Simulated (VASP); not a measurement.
The system is S.

```
CELL_PARAMETERS angstrom
6.07853 0.00000 0.00000
0.00000 6.07853 0.00000
0.00000 0.00000 6.07853
ATOMIC_POSITIONS crystal
S 0.50000 0.50000 0.50000
S 0.00000 0.00000 0.00000
S 0.25000 0.00000 0.50000
S 0.50000 0.25000 0.00000
S 0.50000 0.75000 0.00000
S 0.75000 0.00000 0.50000
S 0.00000 0.50000 0.75000
S 0.00000 0.50000 0.25000
```

- Program: VASP 6.6.1
- Task: relaxation of cell and atoms
- Functional: r2SCAN
- Potentials or basis: VASP PAW PBE potentials, release 64 (S)
- Cutoff: 600 eV
- k mesh: 4 × 4 × 4
- Occupations: gaussian, width 0.1 eV
- Spin: no spin polarisation

At the start: pressure -12.7 GPa; volume 28.07 Å³/atom.

**Question.** How do energy, volume and symmetry change on relaxing?

**Answer.** Over 5 steps the energy falls by 772.2 meV/atom and the volume is 16.40 Å³/atom (-41.6 %); space group Pm-3n (No. 223, to 0.1 Å) before and after.

The path:
```
step  energy change (eV)  largest force (eV/Å)  pressure (GPa)  volume (Å³)
   1              0.0000                0.0000          -12.65       224.59
   2             -5.0583                0.0000          -10.32       159.97
   3             -6.1447                0.0000           -2.41       135.25
   4             -6.1745                0.0000            0.84       129.60
   5             -6.1779                0.0000           -0.13       131.17
```

Final structure:
```
CELL_PARAMETERS angstrom
5.08098 0.00000 0.00000
0.00000 5.08098 0.00000
0.00000 0.00000 5.08098
ATOMIC_POSITIONS crystal
S 0.50000 0.50000 0.50000
S 0.00000 0.00000 0.00000
S 0.25000 0.00000 0.50000
S 0.50000 0.25000 0.00000
S 0.50000 0.75000 0.00000
S 0.75000 0.00000 0.50000
S 0.00000 0.50000 0.75000
S 0.00000 0.50000 0.25000
```

Caveat: the volume moved by over 15 % at a fixed basis, so the end points are rough; the highest band is partly filled, so the run has too few bands; the PAW data sets were made with another functional, which shifts forces and pressure a little.
